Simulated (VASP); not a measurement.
# MgO (P4/nmm) in VASP: further runs

The runs below take MgO through single point, with PBE.

Program: VASP 6.6.1. These are calculated values, not measurements. Logs are shortened: lines on timing, memory, paths and dates and some standing lists are left out, and cuts for length are marked.

**1. The cell of the first run**

Symmetry: P4/nmm, No. 129, tetragonal system. The conventional cell has a = 3.020 Å, b = 3.020 Å, c = 4.270 Å, α = 90.00°, β = 90.00°, γ = 90.00°. Within 2.7 Å of Mg (site symmetry 4mm) lie 6 O at 2.07 to 2.20 Å. Within 2.7 Å of O (site symmetry 4mm) lie 6 Mg at 2.07 to 2.20 Å.

**2. Single point, PBE (mode 12 (519.3 1/cm) frozen in, largest displacement +0.075 Å)**

Input file INCAR:

```
PREC     = Accurate       # precision mode
ENCUT    = 520            # plane-wave cutoff, eV
EDIFF    = 1E-7           # SCF threshold, eV
ISMEAR   = 0              # smearing method
SIGMA    = 0.05           # smearing width, eV
LREAL    = False          # projectors in reciprocal space
LASPH    = True           # aspherical terms in the spheres
NELM     = 100            # most SCF steps
ALGO     = Normal         # electronic algorithm
ISIF     = 2              # what is computed and relaxed
LWAVE    = False          # write WAVECAR
LCHARG   = True           # write CHGCAR
GGA      = PE             # functional
LELF     = True           # ELF
LVHAR    = True         
NBANDS   = 16             # bands
```

Input file KPOINTS:

```
regular mesh
0
Gamma
  8 8 6
```

Input file POSCAR:

```
MgO
1.0
    0.0000000000     -2.1351500000     -2.1351500000
    0.0000000000      2.1351500000     -2.1351500000
    4.2703000000      0.0000000000      0.0000000000
Mg O
2 2
Direct
    0.5000000000      0.5000000000      0.4978943613
    0.0000000000      0.0000000000      0.0021056387
    0.5000000000      0.5000000000     -0.0175631689
    0.0000000000      0.0000000000      0.5175631689
```

Potentials or basis: VASP PAW PBE potentials, release 64 (Mg, O).

Started as:

```
cat potpaw_PBE.64/Mg/POTCAR potpaw_PBE.64/O/POTCAR > POTCAR
mpirun -np 1 vasp_std > vasp.out
```

OUTCAR:

```text
PREC = Accurate
   ENCUT = 520
   EDIFF = 1E-7
   ISMEAR = 0
   LREAL = False
   LASPH = True
   NELM = 100
   ISIF = 2
   GGA = PE

 ion  position               nearest neighbor table
   1  0.500  0.500  0.498-   3 2.07   4 2.14   4 2.14   4 2.14   4 2.14   3 2.20   2 3.01   2 3.01
                             2 3.01   2 3.01   2 3.03   2 3.03   2 3.03   2 3.03
   2  0.000  0.000  0.002-   4 2.07   3 2.14   3 2.14   3 2.14   3 2.14   4 2.20   1 3.01   1 3.01
                             1 3.01   1 3.01   1 3.03   1 3.03   1 3.03   1 3.03
   3  0.500  0.500  0.982-   1 2.07   2 2.14   2 2.14   2 2.14   2 2.14   1 2.20
   4  0.000  0.000  0.518-   2 2.07   1 2.14   1 2.14   1 2.14   1 2.14   2 2.20

  LATTYP: Found a simple tetragonal cell.
 ALAT       =     3.0195580877
 C/A-ratio  =     1.4142135624

  Lattice vectors:

 A1 = (   0.0000000000,  -2.1351500000,  -2.1351500000)
 A2 = (   0.0000000000,   2.1351500000,  -2.1351500000)
 A3 = (   4.2703000000,   0.0000000000,   0.0000000000)

Analysis of symmetry for initial positions (statically):
=====================================================================
 Subroutine PRICEL returns:
 Original cell was already a primitive cell.

 Routine SETGRP: Setting up the symmetry group for a
 simple tetragonal supercell.

 Subroutine GETGRP returns: Found 16 space group operations
 (whereof  8 operations were pure point group operations)
 out of a pool of 16 trial point group operations.

The static configuration has the point symmetry C_4v.
 The point group associated with its full space group is D_4h.

Analysis of symmetry for dynamics (positions and initial velocities):
=====================================================================
 Subroutine PRICEL returns:
 Original cell was already a primitive cell.

 Routine SETGRP: Setting up the symmetry group for a
 simple tetragonal supercell.

 Subroutine GETGRP returns: Found 16 space group operations
 (whereof  8 operations were pure point group operations)
 out of a pool of 16 trial point group operations.

The dynamic configuration has the point symmetry C_4v.
 The point group associated with its full space group is D_4h.

 Subroutine INISYM returns: Found 16 space group operations
 (whereof  8 operations are pure point group operations),
 and found     1 'primitive' translations

----------------------------------------------------------------------------------------

                                     Primitive cell

  volume of cell :      38.9354

  direct lattice vectors                    reciprocal lattice vectors
     0.000000000 -2.135150000 -2.135150000     0.000000000 -0.234175585 -0.234175585
     0.000000000  2.135150000 -2.135150000     0.000000000  0.234175585 -0.234175585
     4.270300000  0.000000000  0.000000000     0.234175585  0.000000000  0.000000000

  length of vectors
     3.019558088  3.019558088  4.270300000     0.331174288  0.331174288  0.234175585

  position of ions in fractional coordinates (direct lattice)
     0.500000000  0.500000000  0.497894361
     0.000000000  0.000000000  0.002105639
     0.500000000  0.500000000  0.982436831
     0.000000000  0.000000000  0.517563169

  ion indices of the primitive-cell ions
   primitive index   ion index
                 1           1
                 2           2
                 3           3
                 4           4

----------------------------------------------------------------------------------------

 KPOINTS: regular mesh

Automatic generation of k-mesh.
 Grid dimensions read from file:
 generate k-points for:    8    8    6

 Generating k-lattice:

  Cartesian coordinates                     Fractional coordinates (reciprocal lattice)
     0.000000000 -0.029271948 -0.029271948     0.125000000  0.000000000  0.000000000
     0.000000000  0.029271948 -0.029271948     0.000000000  0.125000000  0.000000000
     0.039029264  0.000000000  0.000000000     0.000000000  0.000000000  0.166666667

  Length of vectors
     0.041396786  0.041396786  0.039029264

  Shift w.r.t. Gamma in fractional coordinates (k-lattice)
     0.000000000  0.000000000  0.000000000

 Subroutine IBZKPT returns following result:
 ===========================================

 Found     60 irreducible k-points:

 Following reciprocal coordinates:
            Coordinates               Weight
  0.000000  0.000000  0.000000      1.000000
  0.125000  0.000000  0.000000      4.000000
  0.250000  0.000000  0.000000      4.000000
  0.375000  0.000000  0.000000      4.000000
  0.500000  0.000000  0.000000      2.000000
  0.125000  0.125000  0.000000      4.000000
[... 16 lines left out ...]
  0.375000  0.125000  0.166667     16.000000
  0.500000  0.125000  0.166667      8.000000
 [... further k-points ...]
   k-points           NKPTS =     60   k-points in BZ     NKDIM =     60   number of bands    NBANDS=     16
   number of dos      NEDOS =    301   number of ions     NIONS =      4
   total plane-waves  NPLWV =  18432
   dimension x,y,z NGX =    24 NGY =   24 NGZ =   32
   dimension x,y,z NGXF=    48 NGYF=   48 NGZF=   64
   ions per type =               2   2
   NGX,Y,Z   is equivalent  to a cutoff of  13.21, 13.21, 12.46 a.u.
   NGXF,Y,Z  is equivalent  to a cutoff of  26.43, 26.43, 24.92 a.u.
 SYSTEM =  unknown system
   PREC   = accura    normal or accurate (medium, high low for compatibility)
   ISTART =      0    job   : 0-new  1-cont  2-samecut
   ICHARG =      2    charge: 1-file 2-atom 10-const
   ISPIN  =      1    spin polarized calculation?
   LNONCOLLINEAR =      F non collinear calculations
   LSORBIT =      F    spin-orbit coupling
   LASPH  =      T    aspherical Exc in radial PAW
   ENCUT  =  520.0 eV  38.22 Ry    6.18 a.u.   5.61  5.61  7.94*2*pi/ulx,y,z
   NELM   =    100;   NELMIN=  2; NELMDL= -5     # of ELM steps
   EDIFF  = 0.1E-06   stopping-criterion for ELM
   LREAL  =      F    real-space projection
   EDIFFG = 0.1E-05   stopping-criterion for IOM
   NSW    =      0    number of steps for IOM
   IBRION =     -1    ionic relax: 0-MD 1-quasi-New 2-CG
   NFREE  =      0    steps in history (QN), initial steepest desc. (CG)
   ISIF   =      2    stress and relaxation
   ISYM   =      2    0-nonsym 1-usesym 2-fastsym
   POTIM  = 0.5000    time-step for ionic-motion
   TEBEG  =    0.0;   TEEND  =   0.0 temperature during run
   PSTRESS=    0.0 pullay stress
   NELECT =      16.0000    total number of electrons
   NUPDOWN=      -1.0000    fix difference up-down
   EMIN   =  10.00;   EMAX   =-10.00  energy-range for DOS
   EFERMI =   0.00;   METHOD = LEGACY
   ISMEAR =     0;   SIGMA  =   0.05  broadening in eV -4-tet -1-fermi 0-gaus
   EFERMI_NEDOS =   21; number of points for ismear=-14 and -15
   IALGO  =     38    algorithm
   IMIX   =      4    mixing-type and parameters
     AMIX     =   0.40;   BMIX     =  1.00
     AMIX_MAG =   1.60;   BMIX_MAG =  1.00
  volume/ion in A,a.u.               =       9.73        65.69
  Fermi-wavevector in a.u.,A,eV,Ry     =   1.217119  2.300022 20.155386  1.481379
  Thomas-Fermi vector in A             =   2.352450
   LORBIT       =      0    0 simple, 1 ext, 2 COOP (PROOUT), +10 PAW based schemes
   GGA     = PE    functional components
   LHFCALC =     F    Hartree Fock is set to
   AEXX    =    0.0000 exact exchange contribution
   IVDW    =     0    specifies the selected vdW correction
   LEPSILON=     F    determine dielectric tensor
   LRPA    =     F    only Hartree local field effects (RPA)
 non-spin polarized calculation
 Gauss-broadening in eV      SIGMA  =   0.05
  energy-cutoff  :      520.00
  volume of cell :       38.94
 maximum number of plane-waves:      1088
 NGX is ok and might be reduce to    24
   NGX = 11   NGY = 11   NGZ = 15

 number of electron      15.9999996 magnetization

 Free energy of the ion-electron system (eV)
  ---------------------------------------------------
  ext. energy  EPLUGINS =         0.00000000
  ---------------------------------------------------
  free energy    TOTEN  =       -23.72674090 eV

  energy without entropy =      -23.72674090  energy(sigma->0) =      -23.72674090

 E-fermi :   3.1323     XC(G=0): -10.8863

 val. band max:        2.9173453002   @ k =   0.0000   0.0000   0.0000
 cond. band min:       7.1551688437   @ k =   0.0000   0.0000   0.0000
 fundamental gap:      4.2378235435
 Fermi energy:         3.1323098566

 k-point     1 :       0.0000    0.0000    0.0000
  band No.  band energies     occupation
      1     -14.1743      2.00000
      2     -12.7208      2.00000
      3      -1.0269      2.00000
      4       1.5928      2.00000
      5       1.5928      2.00000
      6       2.8570      2.00000
[... 8 lines left out ...]
     15      18.4642      0.00000
     16      21.4512      0.00000

 k-point     2 :       0.1250    0.0000    0.0000
  band No.  band energies     occupation
      1     -14.0715      2.00000
      2     -12.7106      2.00000
      3      -0.8801      2.00000
      4       1.1538      2.00000
      5       1.6470      2.00000
      6       2.2760      2.00000
[... 8 lines left out ...]
     15      18.6601      0.00000
     16      20.9592      0.00000

 k-point     3 :       0.2500    0.0000    0.0000
  band No.  band energies     occupation
      1     -13.7897      2.00000
      2     -12.7123      2.00000
      3      -0.4554      2.00000
      4       0.2815      2.00000
      5       1.0837      2.00000
      6       1.8008      2.00000
[... 8 lines left out ...]
     15      19.2322      0.00000
     16      20.7054      0.00000

 k-point     4 :       0.3750    0.0000    0.0000
  band No.  band energies     occupation
      1     -13.4085      2.00000
      2     -12.8039      2.00000
      3      -0.3788      2.00000
      4       0.0292      2.00000
      5       0.2304      2.00000
      6       1.7759      2.00000
[... 8 lines left out ...]
     15      19.8398      0.00000
     16      20.3168      0.00000
[... 324 lines left out ...]
 k-point    22 :       0.2500    0.1250    0.1667
  band No.  band energies     occupation
      1     -13.6355      2.00000
      2     -12.7558      2.00000
      3      -0.5480      2.00000
      4       0.5243      2.00000
      5       0.6655      2.00000
      6       1.6293      2.00000
[... 8 lines left out ...]
     15      19.0147      0.00000
     16      19.5901      0.00000

 k-point    23 :       0.3750    0.1250    0.1667
  band No.  band energies     occupation
      1     -13.2959      2.00000
      2     -12.8022      2.00000
      3      -0.7417      2.00000
      4      -0.3148      2.00000
      5       0.7577      2.00000
      6       1.8262      2.00000
[... 8 lines left out ...]
     15      19.1075      0.00000
     16      19.6637      0.00000

 k-point    24 :       0.5000    0.1250    0.1667
  band No.  band energies     occupation
      1     -12.9864      2.00000
      2     -12.9864      2.00000
      3      -0.7866      2.00000
      4      -0.7866      2.00000
      5       1.3540      2.00000
      6       1.3540      2.00000
[... 8 lines left out ...]
     15      19.5163      0.00000
     16      19.5163      0.00000

 [... further k-points ...]
[... 5 lines left out ...]
  --------------------------------------------------------------------------------------
  -------------------------------------------------------------------------------------
  Total       -0.3624570     -0.5107357     -0.5107357     -0.0000000      0.0000000     -0.0000000
  in kB      -14.9149542    -21.0165603    -21.0165603     -0.0000000      0.0000000     -0.0000000
  external PRESSURE =     -18.9826916 kB  Pullay stress =       0.0000000 kB

 VOLUME and BASIS-vectors are now :
 -----------------------------------------------------------------------------
  energy-cutoff  :      520.00
  volume of cell :       38.94
      direct lattice vectors                 reciprocal lattice vectors
     0.000000000 -2.135150000 -2.135150000     0.000000000 -0.234175585 -0.234175585
     0.000000000  2.135150000 -2.135150000     0.000000000  0.234175585 -0.234175585
     4.270300000  0.000000000  0.000000000     0.234175585  0.000000000  0.000000000

 POSITION                                       TOTAL-FORCE (eV/Angst)
 -----------------------------------------------------------------------------------
      2.12616      0.00000     -2.13515         0.210171      0.000000      0.000000
      0.00899      0.00000      0.00000        -0.210171     -0.000000     -0.000000
      4.19530      0.00000     -2.13515         1.215324     -0.000000     -0.000000
      2.21015      0.00000      0.00000        -1.215324      0.000000      0.000000
 -----------------------------------------------------------------------------------
    total drift:                               -0.000000     -0.000000      0.000000

  FREE ENERGIE OF THE ION-ELECTRON SYSTEM (eV)
  ---------------------------------------------------
  free  energy   TOTEN  =       -23.7267408963 eV

  energy  without entropy=      -23.7267408963  energy(sigma->0) =      -23.72674090
```

Wall time 56 s (1 thread of AMD EPYC 7R43 (Zen 3), shared host); peak memory 0.13 GiB.

Results:

```
Free energy            : -23.7267 eV
Pressure               : -1.9 GPa
Largest force          : 1.215 eV/Å
Band gap on the k mesh : 4.24 eV
```

Forces in eV/Å, atoms in the order of the input:
```
Mg   0.210  0.000  0.000
Mg  -0.210  0.000  0.000
O    1.215  0.000  0.000
O   -1.215  0.000  0.000
```

Caveat: the cell differs from its parent crystal (mode 12 (519.3 1/cm) frozen in, largest displacement +0.075 Å); forces of over 1 eV/Å act on the atoms, so gaps and moduli don't describe the material at rest.

**3. Single point, PBE (mode 12 (519.3 1/cm) frozen in, largest displacement +0.045 Å)**

Input file INCAR:

```
SYSTEM = MgO
  PREC = Accurate
  ENCUT = 520
  EDIFF = 1E-6
  ISMEAR = 0
  SIGMA = 0.05
  LREAL = .False.
  LASPH = .True.
  NELM = 100
  ALGO = Normal
  ISIF = 2
  LWAVE = .False.
  LCHARG = .False.
  GGA = PE
  NBANDS = 16
```

Input file KPOINTS:

```
regular mesh
0
Gamma
  8 8 6
  0 0 0
```

Input file POSCAR:

```
MgO
1.0
    0.0000000000     -2.1351500000     -2.1351500000
    0.0000000000      2.1351500000     -2.1351500000
    4.2703000000      0.0000000000      0.0000000000
Mg O
2 2
Direct
    0.5000000000      0.5000000000      0.4987366168
    0.0000000000      0.0000000000      0.0012633832
    0.5000000000      0.5000000000     -0.0105379013
    0.0000000000      0.0000000000      0.5105379013
```

Potentials or basis: VASP PAW PBE potentials, release 64 (Mg, O).

Started as:

```
cat potpaw_PBE.64/Mg/POTCAR potpaw_PBE.64/O/POTCAR > POTCAR
mpirun -np 1 vasp_std > vasp.out
```

Wall time 43 s (1 thread of AMD EPYC 7R43 (Zen 3), shared host); peak memory 0.13 GiB.

It converged, with:

* Free energy: -23.7862 eV
* Pressure: -2.2 GPa
* Largest force: 0.727 eV/Å
* Band gap on the k mesh: 4.30 eV

Forces in eV/Å, atoms in the order of the input:
```
Mg   0.130  0.000  0.000
Mg  -0.130  0.000  0.000
O    0.727  0.000  0.000
O   -0.727  0.000  0.000
```

Stress tensor (GPa, compression positive):
```
-2.10  0.00  0.00
 0.00 -2.31  0.00
 0.00  0.00 -2.31
```

Levels at points of the mesh, in eV from the valence-band top:
```tsv
k point	band 4	band 5	band 6	band 7	band 8	band 9	band 10	band 11	band 12	band 13
(0.00, 0.00, 0.00)	-1.30	-1.30	-0.02	0.00	0.00	4.30	9.06	9.53	12.66	15.50
(0.50, 0.00, 0.00)	-3.38	-1.91	-1.91	-0.62	-0.62	9.01	9.01	11.53	11.53	13.62
(0.50, 0.50, 0.00)	-3.93	-1.30	-1.30	-1.29	-1.29	8.99	8.99	9.50	9.50	12.74
(0.00, 0.00, 0.50)	-2.50	-0.80	-0.80	-0.62	-0.62	7.42	7.85	11.02	11.07	14.66
(0.50, 0.00, 0.50)	-4.45	-0.61	-0.61	-0.61	-0.61	7.58	7.58	12.14	12.14	15.87
(0.50, 0.50, 0.50)	-2.95	-2.71	-2.71	-1.71	-1.71	10.84	10.84	11.63	11.63	11.90
```

Caveat: the cell differs from its parent crystal (mode 12 (519.3 1/cm) frozen in, largest displacement +0.045 Å).

**4. Single point, PBE (mode 12 (519.3 1/cm) frozen in, largest displacement +0.015 Å)**

Input file INCAR:

```
  PREC = Accurate
  ENCUT = 520
  EDIFF = 1E-7
  ISMEAR = 0
  SIGMA = 0.05
  LREAL = False
  LASPH = True
  NELM = 80
  ALGO = Normal
  ISIF = 2
  LWAVE = False
  LCHARG = False
  GGA = PE
  NBANDS = 16
```

Input file KPOINTS:

```
Automatic mesh
0
Gamma
  8 8 6
```

Input file POSCAR:

```
MgO
1.0
    0.0000000000     -2.1351500000     -2.1351500000
    0.0000000000      2.1351500000     -2.1351500000
    4.2703000000      0.0000000000      0.0000000000
Mg O
2 2
Direct
    0.5000000000      0.5000000000      0.4995788723
    0.0000000000      0.0000000000      0.0004211277
    0.5000000000      0.5000000000     -0.0035126338
    0.0000000000      0.0000000000      0.5035126338
```

Started as:

```
cat potpaw_PBE.64/Mg/POTCAR potpaw_PBE.64/O/POTCAR > POTCAR
mpirun -np 1 vasp_std > vasp.out
```

It took 47 s on 1 thread of AMD EPYC 7R43 (Zen 3), shared host; peak memory 0.14 GiB.

Results (log left out):

- Free energy: -23.8158 eV
- Pressure: -2.4 GPa
- Largest force: 0.241 eV/Å
- Band gap on the k mesh: 4.33 eV

Forces on the atoms (eV/Å):
```
Mg   0.044  0.000  0.000
Mg  -0.044  0.000  0.000
O    0.241  0.000  0.000
O   -0.241  0.000  0.000
```

Levels at points of the mesh, in eV from the valence-band top:
```tsv
k point	band 6	band 7	band 8	band 9	band 10	band 11
(0.00, 0.00, 0.00)	0.00	0.00	0.00	4.33	9.07	9.53
(0.50, 0.00, 0.00)	-1.91	-0.61	-0.61	9.09	9.09	11.53
(0.50, 0.50, 0.00)	-1.29	-1.29	-1.29	9.06	9.06	9.52
(0.00, 0.00, 0.50)	-0.73	-0.67	-0.67	7.58	7.73	11.05
(0.50, 0.00, 0.50)	-0.61	-0.61	-0.61	7.63	7.63	12.14
(0.50, 0.50, 0.50)	-2.79	-1.70	-1.70	11.19	11.19	11.54
```

Caveat: the cell differs from its parent crystal (mode 12 (519.3 1/cm) frozen in, largest displacement +0.015 Å).
